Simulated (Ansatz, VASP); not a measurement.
# MgSb7 in VASP and in Ansatz

```xyz
8
Lattice="0.0000 5.2335 5.2335 5.2335 0.0000 5.2335 5.2335 5.2335 0.0000" Properties=species:S:1:pos:R:3 pbc="T T T"
Mg    0.0000    0.0000    0.0000
Sb    5.6353    7.8502    7.8502
Sb   10.0651    7.8502    7.8502
Sb    7.8502    5.6353    7.8502
Sb    7.8502   10.0651    7.8502
Sb    7.8502    7.8502    5.6353
Sb    7.8502    7.8502   10.0651
Sb    2.6167    2.6167    2.6167
```

Alike in both runs: functional PBE; k mesh 4 × 4 × 4; occupations gaussian, width 0.1 eV; no spin polarisation.

Ansatz relaxed the structure, and its values are those at the end. VASP's run is a single point on that final structure, the one shown.

|  | VASP | Ansatz |
| --- | --- | --- |
| version | VASP 6.6.1 | Ansatz 0.2.0 |
| potentials or method | VASP PAW PBE potentials, release 64 (Mg, Sb), cutoff 600 eV | scalar-relativistic, plane waves, PAW |
| valence electrons in the cell | 37 | 115 |

```tsv
	VASP	Ansatz	Ansatz less VASP
gap on the k mesh at the Fermi level (eV)	none	none	-
pressure (GPa)	-0.1	-0.1	+0.02
```

A gap of «none» marks a metal or a gap that the smearing closes. The functional is the same, so the differences come from potentials, cutoffs and numerics. VASP's potentials hold 37 valence electrons a cell and Ansatz's 115, so a difference there can come from the potentials and not from the codes.

Neither program's run includes spin-orbit coupling.
